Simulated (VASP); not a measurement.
# Na (C2/m) in VASP: further runs

Na is run at these levels: PBEsol; tasks: single point.

All numbers are computed with VASP 6.6.1; they aren't measurements. Logs are shortened: lines on timing, memory, paths and dates and some standing lists are left out, and cuts for length are marked.

## Step 1: The cell of the first run

It takes space group C2/m (No. 12, monoclinic). The conventional cell has a = 6.525 Å, b = 3.767 Å, c = 6.154 Å, α = 90.00°, β = 90.00°, γ = 90.00°. Na (site symmetry m) has 12 Na at 3.27 to 4.21 Å within 4.3 Å.

## Step 2: Single point, PBEsol (atom 1 (Na) moved by (+0.225, -0.450) A along y and z)

INCAR reads:

```
ALGO = Fast
EDIFF = 1E-6
ENCUT = 520
GGA = PS
ISIF = 2
ISMEAR = 0
LASPH = T
LCHARG = T
LELF = T
LREAL = F
LVHAR = T
LWAVE = F
NBANDS = 14
NELM = 100
PREC = Accurate
SIGMA = 0.15
```

KPOINTS reads:

```
k-points
0
Gamma
  12 12 8
```

POSCAR reads:

```
Na
1.0
    3.7670009976      0.0000000000      0.0000000000
   -1.8835004988      3.2623185600      0.0000000000
    0.0000000000      0.0000000000      6.1540000000
Na
2
Direct
    0.3678180098      0.7356360196      0.1768768281
    0.6666666667      0.3333333333      0.7500000000
```

Potentials or basis: VASP PAW PBE potentials, release 64 (Na_pv).

On the command line:

```console
$ cat potpaw_PBE.64/Na_pv/POTCAR > POTCAR
$ mpirun -np 1 vasp_std > vasp.out
```

OUTCAR:

```text
EDIFF = 1E-6
   ENCUT = 520
   GGA = PS
   ISIF = 2
   ISMEAR = 0
   LASPH = T
   LREAL = F
   NELM = 100
   PREC = Accurate

 ion  position               nearest neighbor table
   1  0.368  0.736  0.177-
   2  0.667  0.333  0.750-

  LATTYP: Found a hexagonal cell.
 ALAT       =     3.7670009976
 C/A-ratio  =     1.6336603054

  Lattice vectors:

 A1 = (   3.7670009976,   0.0000000000,   0.0000000000)
 A2 = (  -1.8835004988,   3.2623185600,   0.0000000000)
 A3 = (   0.0000000000,   0.0000000000,   6.1540000000)

Analysis of symmetry for initial positions (statically):
=====================================================================
 Subroutine PRICEL returns:
 Original cell was already a primitive cell.

 Routine SETGRP: Setting up the symmetry group for a
 hexagonal supercell.

 Subroutine GETGRP returns: Found  4 space group operations
 (whereof  2 operations were pure point group operations)
 out of a pool of 24 trial point group operations.

The static configuration has the point symmetry C_1h.
 The point group associated with its full space group is C_2h.

Analysis of symmetry for dynamics (positions and initial velocities):
=====================================================================
 Subroutine PRICEL returns:
 Original cell was already a primitive cell.

 Routine SETGRP: Setting up the symmetry group for a
 hexagonal supercell.

 Subroutine GETGRP returns: Found  4 space group operations
 (whereof  2 operations were pure point group operations)
 out of a pool of 24 trial point group operations.

The dynamic configuration has the point symmetry C_1h.
 The point group associated with its full space group is C_2h.

 Subroutine INISYM returns: Found  4 space group operations
 (whereof  2 operations are pure point group operations),
 and found     1 'primitive' translations

----------------------------------------------------------------------------------------

                                     Primitive cell

  volume of cell :      75.6275

  direct lattice vectors                    reciprocal lattice vectors
     3.767000998  0.000000000  0.000000000     0.265463163  0.153265229  0.000000000
[... 85 lines left out ...]
   NELM   =    100;   NELMIN=  2; NELMDL= -5     # of ELM steps
   EDIFF  = 0.1E-05   stopping-criterion for ELM
   LREAL  =      F    real-space projection
[... 7 lines left out ...]
   TEBEG  =    0.0;   TEEND  =   0.0 temperature during run
   PSTRESS=    0.0 pullay stress
   NELECT =      14.0000    total number of electrons
   NUPDOWN=      -1.0000    fix difference up-down
   EMIN   =  10.00;   EMAX   =-10.00  energy-range for DOS
   EFERMI =   0.00;   METHOD = LEGACY
   ISMEAR =     0;   SIGMA  =   0.15  broadening in eV -4-tet -1-fermi 0-gaus
   EFERMI_NEDOS =   21; number of points for ismear=-14 and -15
   IALGO  =     68    algorithm
   IMIX   =      4    mixing-type and parameters
     AMIX     =   0.40;   BMIX     =  1.00
     AMIX_MAG =   1.60;   BMIX_MAG =  1.00
  volume/ion in A,a.u.               =      37.81       255.18
  Fermi-wavevector in a.u.,A,eV,Ry     =   0.933020  1.763152 11.844231  0.870526
  Thomas-Fermi vector in A             =   2.059678
   LORBIT       =      0    0 simple, 1 ext, 2 COOP (PROOUT), +10 PAW based schemes
   GGA     = PS    functional components
   LHFCALC =     F    Hartree Fock is set to
   AEXX    =    0.0000 exact exchange contribution
   IVDW    =     0    specifies the selected vdW correction
   LEPSILON=     F    determine dielectric tensor
   LRPA    =     F    only Hartree local field effects (RPA)
 non-spin polarized calculation
 RMM-DIIS sequential band-by-band and
 Gauss-broadening in eV      SIGMA  =   0.15
  energy-cutoff  :      520.00
  volume of cell :       75.63
 maximum number of plane-waves:      2059
   NGX = 13   NGY = 13   NGZ = 23

 number of electron      14.0000011 magnetization

 Free energy of the ion-electron system (eV)
  ---------------------------------------------------
  ext. energy  EPLUGINS =         0.00000000
  ---------------------------------------------------
  free energy    TOTEN  =        -2.73093523 eV

  energy without entropy =       -2.72067876  energy(sigma->0) =       -2.72580699

 E-fermi :   0.2460     XC(G=0):  -6.4288

 val. band max:        0.2226707946   @ k =   0.3333   0.0000   0.3750
 cond. band min:       0.2563725080   @ k =   0.3333   0.1667   0.3750
 fundamental gap:      0.0337017134
 Fermi energy:         0.2460017262

 k-point     1 :       0.0000    0.0000    0.0000
  band No.  band energies     occupation
      1     -24.6124      2.00000
      2     -24.5752      2.00000
      3     -24.5682      2.00000
      4     -24.5642      2.00000
      5     -24.5631      2.00000
      6     -24.5628      2.00000
      7      -3.0072      2.00000
      8       0.8552      0.00000
      9       1.1783      0.00000
     10      10.0149      0.00000
     11      10.0954      0.00000
     12      10.3023      0.00000
     13      10.4161      0.00000
     14      10.7388      0.00000
[... 377 lines left out ...]
      1     -24.6058      2.00000
      2     -24.5950      2.00000
      3     -24.5823      2.00000
      4     -24.5769      2.00000
      5     -24.5686      2.00000
      6     -24.5661      2.00000
      7      -0.9185      2.00000
      8       2.3717      0.00000
      9       2.7676      0.00000
     10       3.4043      0.00000
     11       5.6444      0.00000
     12       6.0715      0.00000
     13       7.1782      0.00000
     14       9.3379      0.00000

 [... further k-points ...]

------------------------ aborting loop because EDIFF is reached ----------------------------------------

  FORCE on cell =-STRESS in cart. coord.  units (eV):
  Direction    XX          YY          ZZ          XY          YZ          ZX
  --------------------------------------------------------------------------------------
  -------------------------------------------------------------------------------------
  Total       -0.0574489      0.1359033      0.1638705      0.0000000     -0.0783120      0.0000000
  in kB       -1.2170624      2.8791273      3.4716171      0.0000000     -1.6590486      0.0000000
  external PRESSURE =       1.7112273 kB  Pullay stress =       0.0000000 kB

 VOLUME and BASIS-vectors are now :
 -----------------------------------------------------------------------------
  energy-cutoff  :      520.00
  volume of cell :       75.63
      direct lattice vectors                 reciprocal lattice vectors
     3.767000998  0.000000000  0.000000000     0.265463163  0.153265229  0.000000000
    -1.883500499  3.262318560  0.000000000     0.000000000  0.306530457  0.000000000
     0.000000000  0.000000000  6.154000000     0.000000000  0.000000000  0.162495938

 POSITION                                       TOTAL-FORCE (eV/Angst)
 -----------------------------------------------------------------------------------
     -0.00000      2.39988      1.08850        -0.000000     -0.045677      0.322241
      1.88350      1.08744      4.61550         0.000000      0.045677     -0.322241
 -----------------------------------------------------------------------------------
    total drift:                               -0.000000      0.000011      0.000004

  FREE ENERGIE OF THE ION-ELECTRON SYSTEM (eV)
  ---------------------------------------------------
  free  energy   TOTEN  =        -2.7309352312 eV

  energy  without entropy=       -2.7206787556  energy(sigma->0) =       -2.72580699
```

Run time: 7.2 min. Hardware: 1 thread of Intel Xeon 8259CL, shared host; peak memory 0.37 GiB.

Results:

| Quantity | Value |
| --- | --- |
| Free energy | -2.7309 eV |
| Pressure | 0.2 GPa |
| Largest force | 0.325 eV/Å |
| Band gap on the k mesh | zero (bands 7 and 8 overlap by 3.83 eV) |

Forces in eV/Å, atoms in the order of the input:
```
Na   0.000 -0.046  0.322
Na   0.000  0.046 -0.322
```

Caveat: the cell differs from its parent crystal (atom 1 (Na) moved by (+0.225, -0.450) A along y and z); the PAW data sets were made with another functional, which shifts forces and pressure a little.

## Step 3: Single point, PBEsol (atom 1 (Na) moved by (+0.450, -0.225) A along y and z)

INCAR reads:

```
SYSTEM = Na
ALGO = Fast ; EDIFF = 1E-7
ENCUT = 520 ; GGA = PS
ISIF = 2 ; ISMEAR = 0
LASPH = .True. ; LCHARG = .False.
LREAL = .False. ; LWAVE = .False.
NBANDS = 14 ; NELM = 60
PREC = Accurate ; SIGMA = 0.15
```

KPOINTS reads:

```
k-points
0
Gamma
  12 12 8
  0 0 0
```

POSCAR: that of step 2 with these lines changed.

```diff
@@ -8,3 +8,3 @@
 Direct
-    0.3678180098      0.7356360196      0.1768768281
+    0.4023026862      0.8046053724      0.2134384140
     0.6666666667      0.3333333333      0.7500000000
```

Potentials or basis: VASP PAW PBE potentials, release 64 (Na_pv).

On the command line:

```console
$ cat potpaw_PBE.64/Na_pv/POTCAR > POTCAR
$ mpirun -np 1 vasp_std > vasp.out
```

Run time: 8.2 min. Hardware: 1 thread of Intel Xeon 8259CL, shared host; peak memory 0.36 GiB.

The run converged. Its results:

```
Free energy            : -2.7715 eV
Pressure               : -0.2 GPa
Largest force          : 0.183 eV/Å
Band gap on the k mesh : zero (bands 7 and 8 overlap by 4.08 eV)
```

Forces on the atoms (eV/Å):
```
Na   0.000 -0.078  0.166
Na   0.000  0.078 -0.166
```

Stress tensor (GPa, compression positive):
```
-0.53  0.00  0.00
 0.00  0.04 -0.17
 0.00 -0.17 -0.01
```

Levels at points of the mesh, in eV from the Fermi level:
```
           k point  band 3  band 4  band 5  band 6  band 7  band 8  band 9  band 10  band 11  band 12
(0.00, 0.00, 0.00)  -24.81  -24.81  -24.81  -24.81   -3.24    0.56    0.95     9.85     9.97    10.04
(0.50, 0.00, 0.00)  -24.83  -24.82  -24.81  -24.81    0.22    0.39    3.84     3.84     4.19     4.59
(0.00, 0.50, 0.00)  -24.82  -24.82  -24.82  -24.81    0.28    0.30    3.82     3.85     4.42     4.53
(0.00, 0.00, 0.50)  -24.81  -24.81  -24.81  -24.81   -2.35   -2.07    5.44     5.47    10.36    10.38
(0.50, 0.00, 0.50)  -24.82  -24.82  -24.81  -24.81    0.96    1.10    1.50     1.58     7.42     7.62
(0.00, 0.50, 0.50)  -24.82  -24.81  -24.81  -24.81    0.99    1.00    1.59     1.59     7.42     7.72
```

Caveat: the cell differs from its parent crystal (atom 1 (Na) moved by (+0.450, -0.225) A along y and z); the PAW data sets were made with another functional, which shifts forces and pressure a little.

The gap in the log of VASP goes by the Fermi energy; the results here count the filled bands.